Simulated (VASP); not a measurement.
Crystal: AlP.

```
Al P
1.0
     0.00000    2.72550    2.72550
     2.72550    0.00000    2.72550
     2.72550    2.72550    0.00000
Al P
1 1
Cartesian
  0.0000 0.0000 0.0000
  1.3627 1.3627 1.3627
```

Base run:

```yaml
Program: VASP 6.6.1
Functional: PBEsol
Potentials_or_basis: VASP PAW PBE potentials, release 64 (Al, P)
Cutoff: 500 eV
k_mesh: 7 × 7 × 7
Occupations: methfessel-paxton, width 0.2 eV
Spin: no spin polarisation
```

Its results: band gap on the k mesh 1.56 eV, indirect (least direct gap 3.24 eV); pressure 1.0 GPa.

Problem. The run is repeated on the same cell with these changes: k mesh from 7 × 7 × 7 to 3 × 3 × 3. What comes out?

Solution. Band gap on the k mesh 2.01 eV, indirect (least direct gap 3.22 eV); pressure 2.5 GPa.

Caveats: some runs use coarse meshes; the PAW data sets were made with another functional, which shifts forces and pressure a little.

A k mesh can miss the band edges.
